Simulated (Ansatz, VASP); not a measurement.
## Ga in VASP and in Ansatz

```
Ga
1.0
     0.00000    2.07707    2.07707
     2.07707    0.00000    2.07707
     2.07707    2.07707    0.00000
Ga
1
Direct
  0.00000 0.00000 0.00000
```

Alike in both runs: task single point; functional r2SCAN; k mesh 15 × 15 × 15; occupations fermi-dirac, width 0.1 eV; no spin polarisation.

```csv
,VASP,Ansatz
version,VASP 6.6.1,Ansatz 0.2.0
potentials or method,"VASP PAW PBE potentials, release 64 (Ga_d), cutoff 520 eV","plane waves (500 eV) with PAW, scalar-relativistic"
valence electrons in the cell,13,13
```

```csv
,VASP,Ansatz,Ansatz less VASP
pressure (GPa),-0.4,-0.4,-0.03
```

VASP's potentials were made for PBE, not for r2SCAN.
